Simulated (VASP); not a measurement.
# LiNbO3 (R3c) in VASP: relaxation of the atoms with LDA

Aim: the relaxation of the atoms of LiNbO3 with LDA.

Everything below comes from runs of VASP 6.6.1. Logs are shortened: lines on timing, memory, paths and dates and some standing lists are left out, and cuts for length are marked.

### Step 1. The cell of the first run

It takes space group R3c (No. 161, trigonal). Conventional cell: a = 5.254 Å, b = 5.254 Å, c = 13.876 Å, α = 90.00°, β = 90.00°, γ = 120.00°. Within 2.8 Å of Li (site symmetry 3) lie 6 O at 2.11 to 2.41 Å. Nb (site symmetry 3) has 6 O at 1.91 to 2.09 Å within 2.5 Å. O (site symmetry 1) has 2 Nb at 1.91 to 2.09 Å and 2 Li at 2.11 to 2.41 Å within 2.5 Å.

### Step 2. Relaxation of the atoms, LDA

Contents of INCAR:

```
SYSTEM = LiNbO3
ALGO = Normal ; EDIFF = 1E-7
EDIFFG = -0.003 ; ENCUT = 520
GGA = CA ; IBRION = 2
ISIF = 2 ; ISMEAR = 0
LASPH = .True. ; LCHARG = .False.
LREAL = .False. ; LWAVE = .False.
NELM = 80 ; NSW = 80
PREC = Accurate ; SIGMA = 0.01
```

Contents of KPOINTS:

```
k-points
0
Gamma
  5 5 5
  0 0 0
```

Contents of POSCAR:

```
LiNbO3
1.0
    2.6270998535      1.5167568076      4.6253000000
   -2.6270998535      1.5167568076      4.6253000000
    0.0000000000     -3.0335136152      4.6253000000
Li Nb O
2 2 6
Direct
    0.2875000000      0.2875000000      0.2875000000
    0.7875000000      0.7875000000      0.7875000000
    0.0128000000      0.0128000000      0.0128000000
    0.5128000000      0.5128000000      0.5128000000
    0.1409000000      0.3626000000      0.7464000000
    0.7464000000      0.1409000000      0.3626000000
    0.3626000000      0.7464000000      0.1409000000
    0.2464000000      0.8626000000      0.6409000000
    0.8626000000      0.6409000000      0.2464000000
    0.6409000000      0.2464000000      0.8626000000
```

Potentials or basis: VASP PAW LDA potentials, release 64 (Li_sv, Nb_sv, O).

Run with:

```bash
$ cat potpaw_LDA.64/Li_sv/POTCAR potpaw_LDA.64/Nb_sv/POTCAR potpaw_LDA.64/O/POTCAR > POTCAR
$ mpirun -np 1 vasp_std > vasp.out
```

OUTCAR:

```text
SYSTEM = LiNbO3
   EDIFF = 1E-7
   EDIFFG = -0.003
   ENCUT = 520
   GGA = CA
   IBRION = 2
   ISIF = 2
   ISMEAR = 0
   LASPH = .True.
   LREAL = .False.
   NELM = 80
   NSW = 80
   PREC = Accurate

 ion  position               nearest neighbor table
   1  0.288  0.288  0.288-   8 2.11  10 2.11   9 2.11
   2  0.788  0.788  0.788-   7 2.11   6 2.11   5 2.11
   3  0.013  0.013  0.013-   5 1.91   6 1.91   7 1.91   9 2.09   8 2.09  10 2.09
   4  0.513  0.513  0.513-   9 1.91  10 1.91   8 1.91   5 2.09   7 2.09   6 2.09
   5  0.141  0.363  0.746-   3 1.91   4 2.09   2 2.11
   6  0.746  0.141  0.363-   3 1.91   4 2.09   2 2.11
   7  0.363  0.746  0.141-   3 1.91   4 2.09   2 2.11
   8  0.246  0.863  0.641-   4 1.91   3 2.09   1 2.11
   9  0.863  0.641  0.246-   4 1.91   3 2.09   1 2.11
  10  0.641  0.246  0.863-   4 1.91   3 2.09   1 2.11

  LATTYP: Found a trigonal (rhomboedric) cell.
 ALAT       =     5.5313294011
 COS(alpha) =     0.5488467280

  Lattice vectors:

 A1 = (   2.6270998535,   1.5167568076,   4.6253000000)
 A2 = (  -2.6270998535,   1.5167568076,   4.6253000000)
 A3 = (   0.0000000000,  -3.0335136152,   4.6253000000)

Analysis of symmetry for initial positions (statically):
=====================================================================
 Subroutine PRICEL returns:
 Original cell was already a primitive cell.

 Routine SETGRP: Setting up the symmetry group for a
 trigonal (rhombohedral) supercell.

 Subroutine GETGRP returns: Found  6 space group operations
 (whereof  3 operations were pure point group operations)
 out of a pool of 12 trial point group operations.

The static configuration has the point symmetry C_3 .
 The point group associated with its full space group is C_3v.

Analysis of symmetry for dynamics (positions and initial velocities):
=====================================================================
 Subroutine PRICEL returns:
 Original cell was already a primitive cell.

 Routine SETGRP: Setting up the symmetry group for a
 trigonal (rhombohedral) supercell.

 Subroutine GETGRP returns: Found  6 space group operations
 (whereof  3 operations were pure point group operations)
 out of a pool of 12 trial point group operations.

The dynamic configuration has the point symmetry C_3 .
 The point group associated with its full space group is C_3v.

 Subroutine INISYM returns: Found  6 space group operations
 (whereof  3 operations are pure point group operations),
 and found     1 'primitive' translations

----------------------------------------------------------------------------------------

                                     Primitive cell

  volume of cell :     110.5818

  direct lattice vectors                    reciprocal lattice vectors
     2.627099853  1.516756808  4.625300000     0.190323942  0.109883579  0.072067397
    -2.627099853  1.516756808  4.625300000    -0.190323942  0.109883579  0.072067397
     0.000000000 -3.033513615  4.625300000     0.000000000 -0.219767158  0.072067397

  length of vectors
     5.531329401  5.531329401  5.531329401     0.231281892  0.231281892  0.231281892

  position of ions in fractional coordinates (direct lattice)
     0.287500000  0.287500000  0.287500000
     0.787500000  0.787500000  0.787500000
     0.012800000  0.012800000  0.012800000
     0.512800000  0.512800000  0.512800000
     0.140900000  0.362600000  0.746400000
     0.746400000  0.140900000  0.362600000
     0.362600000  0.746400000  0.140900000
     0.246400000  0.862600000  0.640900000
     0.862600000  0.640900000  0.246400000
     0.640900000  0.246400000  0.862600000

  ion indices of the primitive-cell ions
   primitive index   ion index
                 1           1
                 2           2
                 3           3
                 4           4
                 5           5
                 6           6
                 7           7
                 8           8
                 9           9
                10          10

----------------------------------------------------------------------------------------

 KPOINTS: k-points

Automatic generation of k-mesh.
 Grid dimensions read from file:
 generate k-points for:    5    5    5

 Generating k-lattice:

  Cartesian coordinates                     Fractional coordinates (reciprocal lattice)
     0.038064788  0.021976716  0.014413479     0.200000000 -0.000000000  0.000000000
    -0.038064788  0.021976716  0.014413479    -0.000000000  0.200000000  0.000000000
     0.000000000 -0.043953432  0.014413479     0.000000000  0.000000000  0.200000000

  Length of vectors
     0.046256378  0.046256378  0.046256378

  Shift w.r.t. Gamma in fractional coordinates (k-lattice)
     0.000000000  0.000000000  0.000000000

 Subroutine IBZKPT returns following result:
 ===========================================

 Found     19 irreducible k-points:

 Following reciprocal coordinates:
            Coordinates               Weight
  0.000000  0.000000  0.000000      1.000000
  0.200000  0.000000 -0.000000      6.000000
  0.400000 -0.000000  0.000000      6.000000
  0.200000  0.200000  0.000000      6.000000
  0.400000  0.200000  0.000000     12.000000
 -0.400000  0.200000  0.000000     12.000000
[... 11 lines left out ...]
  0.400000  0.400000  0.400000      2.000000
 -0.400000  0.400000  0.400000      6.000000
   k-points           NKPTS =     19   k-points in BZ     NKDIM =     19   number of bands    NBANDS=     40
   number of dos      NEDOS =    301   number of ions     NIONS =     10
   total plane-waves  NPLWV =  74088
   dimension x,y,z NGX =    42 NGY =   42 NGZ =   42
   dimension x,y,z NGXF=    84 NGYF=   84 NGZF=   84
   ions per type =               2   2   6
   NGX,Y,Z   is equivalent  to a cutoff of  12.62, 12.62, 12.62 a.u.
   NGXF,Y,Z  is equivalent  to a cutoff of  25.25, 25.25, 25.25 a.u.
 SYSTEM =  LiNbO3
   PREC   = accura    normal or accurate (medium, high low for compatibility)
   ISTART =      0    job   : 0-new  1-cont  2-samecut
   ICHARG =      2    charge: 1-file 2-atom 10-const
   ISPIN  =      1    spin polarized calculation?
   LNONCOLLINEAR =      F non collinear calculations
   LSORBIT =      F    spin-orbit coupling
   LASPH  =      T    aspherical Exc in radial PAW
   ENCUT  =  520.0 eV  38.22 Ry    6.18 a.u.  10.28 10.28 10.28*2*pi/ulx,y,z
   NELM   =     80;   NELMIN=  2; NELMDL= -5     # of ELM steps
   EDIFF  = 0.1E-06   stopping-criterion for ELM
   LREAL  =      F    real-space projection
   EDIFFG = -.3E-02   stopping-criterion for IOM
   NSW    =     80    number of steps for IOM
   IBRION =      2    ionic relax: 0-MD 1-quasi-New 2-CG
   NFREE  =      1    steps in history (QN), initial steepest desc. (CG)
   ISIF   =      2    stress and relaxation
   ISYM   =      2    0-nonsym 1-usesym 2-fastsym
   POTIM  = 0.5000    time-step for ionic-motion
   TEBEG  =    0.0;   TEEND  =   0.0 temperature during run
   PSTRESS=    0.0 pullay stress
   NELECT =      68.0000    total number of electrons
   NUPDOWN=      -1.0000    fix difference up-down
   EMIN   =  10.00;   EMAX   =-10.00  energy-range for DOS
   EFERMI =   0.00;   METHOD = LEGACY
   ISMEAR =     0;   SIGMA  =   0.01  broadening in eV -4-tet -1-fermi 0-gaus
   EFERMI_NEDOS =   21; number of points for ismear=-14 and -15
   IALGO  =     38    algorithm
   IMIX   =      4    mixing-type and parameters
     AMIX     =   0.40;   BMIX     =  1.00
     AMIX_MAG =   1.60;   BMIX_MAG =  1.00
  volume/ion in A,a.u.               =      11.06        74.62
  Fermi-wavevector in a.u.,A,eV,Ry     =   1.392141  2.630765 26.368862  1.938057
  Thomas-Fermi vector in A             =   2.515912
   LORBIT       =      0    0 simple, 1 ext, 2 COOP (PROOUT), +10 PAW based schemes
   GGA     = CA    functional components
   LHFCALC =     F    Hartree Fock is set to
   AEXX    =    0.0000 exact exchange contribution
   IVDW    =     0    specifies the selected vdW correction
   LEPSILON=     F    determine dielectric tensor
   LRPA    =     F    only Hartree local field effects (RPA)
 conjugate gradient relaxation of ions
 non-spin polarized calculation
 Gauss-broadening in eV      SIGMA  =   0.01
  energy-cutoff  :      520.00
  volume of cell :      110.58
 maximum number of plane-waves:      2992
 NGX is ok and might be reduce to    42
   NGX = 21   NGY = 21   NGZ = 21

--------------------------------------- Ionic step        1  -------------------------------------------

 number of electron      68.0000003 magnetization

 Free energy of the ion-electron system (eV)
  ---------------------------------------------------
  ext. energy  EPLUGINS =         0.00000000
  ---------------------------------------------------
  free energy    TOTEN  =       -87.28708770 eV

  energy without entropy =      -87.28708770  energy(sigma->0) =      -87.28708770

------------------------ aborting loop because EDIFF is reached ----------------------------------------

  FORCE on cell =-STRESS in cart. coord.  units (eV):
  Direction    XX          YY          ZZ          XY          YZ          ZX
  --------------------------------------------------------------------------------------
  -------------------------------------------------------------------------------------
  Total       -6.4714232     -6.4714232     -5.8935289      0.0000000      0.0000000      0.0000000
  in kB      -93.7619637    -93.7619637    -85.3890749      0.0000000      0.0000000      0.0000000
  external PRESSURE =     -90.9710008 kB  Pullay stress =       0.0000000 kB
[... 113 lines left out ...]
  FREE ENERGIE OF THE ION-ELECTRON SYSTEM (eV)
  ---------------------------------------------------
  free  energy   TOTEN  =       -87.3148411781 eV

  energy  without entropy=      -87.3148411781  energy(sigma->0) =      -87.31484118

[... ionic steps 4 to 16 ...]

--------------------------------------- Ionic step       17  -------------------------------------------

 number of electron      67.9999996 magnetization

------------------------ aborting loop because EDIFF is reached ----------------------------------------

  FORCE on cell =-STRESS in cart. coord.  units (eV):
  Direction    XX          YY          ZZ          XY          YZ          ZX
  --------------------------------------------------------------------------------------
  -------------------------------------------------------------------------------------
  Total       -6.0679729     -6.0679729     -4.9826693      0.0000000      0.0000000      0.0000000
  in kB      -87.9165278    -87.9165278    -72.1919799      0.0000000      0.0000000      0.0000000
  external PRESSURE =     -82.6750119 kB  Pullay stress =       0.0000000 kB
[... 73 lines left out ...]
  energy  without entropy=      -87.3476057675  energy(sigma->0) =      -87.34760577

--------------------------------------- Ionic step       19  -------------------------------------------

 number of electron      67.9999998 magnetization

 Free energy of the ion-electron system (eV)
  ---------------------------------------------------
  ext. energy  EPLUGINS =         0.00000000
  ---------------------------------------------------
  free energy    TOTEN  =       -87.34761009 eV

  energy without entropy =      -87.34761009  energy(sigma->0) =      -87.34761009

 E-fermi :   3.1051     XC(G=0): -11.0962

 val. band max:        2.9904608185   @ k =   0.0000   0.0000   0.0000
 cond. band min:       6.3063152383   @ k =   0.0000   0.0000   0.0000
 fundamental gap:      3.3158544198
 Fermi energy:         3.1051093463

 k-point     1 :       0.0000    0.0000    0.0000
  band No.  band energies     occupation
      1     -50.8840      2.00000
      2     -50.8705      2.00000
      3     -38.8277      2.00000
      4     -38.8253      2.00000
      5     -27.3584      2.00000
      6     -27.3584      2.00000
[... 843 lines left out ...]
  FREE ENERGIE OF THE ION-ELECTRON SYSTEM (eV)
  ---------------------------------------------------
  free  energy   TOTEN  =       -87.3476100885 eV

  energy  without entropy=      -87.3476100885  energy(sigma->0) =      -87.34761009

 reached required accuracy - stopping structural energy minimisation
```

It took 20 min on 1 thread of AMD EPYC 7R13 (Zen 3), shared host; peak memory 0.22 GiB.

Results:

```yaml
Free_energy: -87.3476 eV
Energy_gained_by_relaxing: 6.1 meV/atom
Ionic_steps: 19
Band_gap_on_the_k_mesh: 3.32 eV
```

Step by step:
```
step  energy change (eV)  largest force (eV/Å)  pressure (GPa)
   1              0.0000                0.3155           -9.10
   2             -0.0152                0.1940           -8.88
   3             -0.0278                0.1551           -8.36
   4             -0.0329                0.1522           -8.93
   5             -0.0345                0.1484           -9.47
   6             -0.0381                0.1383           -9.45
   7             -0.0472                0.1041           -9.39
   8             -0.0552                0.0776           -9.20
   9             -0.0576                0.0571           -8.94
  10             -0.0599                0.0461           -8.14
  11             -0.0600                0.0401           -8.28
  12             -0.0603                0.0358           -8.40
  13             -0.0604                0.0324           -8.38
  14             -0.0605                0.0149           -8.22
  15             -0.0605                0.0067           -8.26
  16             -0.0605                0.0068           -8.26
  17             -0.0605                0.0056           -8.27
  18             -0.0605                0.0032           -8.29
  19             -0.0605                0.0015           -8.28
```

Final structure:
```
Li Nb O
1.0
     2.62710    1.51676    4.62530
    -2.62710    1.51676    4.62530
     0.00000   -3.03351    4.62530
Li Nb O
2 2 6
Direct
  0.29910 0.29910 0.29910
  0.79910 0.79910 0.79910
  0.01431 0.01431 0.01431
  0.51431 0.51431 0.51431
  0.14060 0.35967 0.73653
  0.73653 0.14060 0.35967
  0.35967 0.73653 0.14060
  0.23653 0.85967 0.64060
  0.85967 0.64060 0.23653
  0.64060 0.23653 0.85967
```

Caveat: the cutoff is under 1.25 times the usual one of these potentials, so pressure, stress and relaxed cells hold a basis-set (Pulay) error.
